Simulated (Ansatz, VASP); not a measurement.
## Two plane-wave programs on K

```
K
1.0
    -5.23600    5.23600  -10.47200
     5.23600   10.47200   -5.23600
     5.23600   -5.23600  -10.47200
K
23
Direct
  0.71270 0.30036 0.86878
  0.39648 0.00000 0.86204
  0.87213 0.00000 0.41559
  0.83420 0.35747 0.50362
  0.78730 0.69964 0.63122
  0.48878 0.00000 0.47862
  0.48694 0.30036 0.63122
  0.41901 0.66198 0.75000
  0.10352 0.00000 0.63796
  0.08099 0.33802 0.75000
  0.01306 0.69964 0.86878
  0.95424 0.33997 0.13196
  0.90636 0.68727 0.25000
  0.62787 0.00000 0.08441
  0.59364 0.31273 0.25000
  0.54576 0.66003 0.36804
  0.25000 0.00000 0.25000
  0.20579 0.33997 0.36804
  0.19167 0.64253 0.50362
  0.66580 0.64253 0.99638
  0.30833 0.35747 0.99638
  0.29421 0.66003 0.13196
  0.01122 0.00000 0.02138
```

Change from the starting cell: K vacancy, atoms relaxed.

Alike in both runs: functional PBEsol; k mesh 2 × 2 × 2; occupations gaussian, width 0.1 eV; no spin polarisation.

Ansatz relaxed the structure, and its values are those at the end. VASP's run is a single point on that final structure, the one shown.

```csv
,VASP,Ansatz
version,VASP 6.6.1,Ansatz 0.2.0
potentials or method,"VASP PAW PBE potentials, release 64 (K_sv), cutoff 400 eV","scalar-relativistic, plane waves, PAW"
valence electrons in the cell,207,207
```

```tsv
	VASP	Ansatz	Ansatz less VASP
gap on the k mesh at the Fermi level (eV)	none	none	-
pressure (GPa)	-0.1	-0.1	+0.01
```

VASP's potentials were made for PBE, not for PBEsol. A gap of «none» marks a metal or a gap that the smearing closes. Ansatz's warnings: stress scf threshold loose.
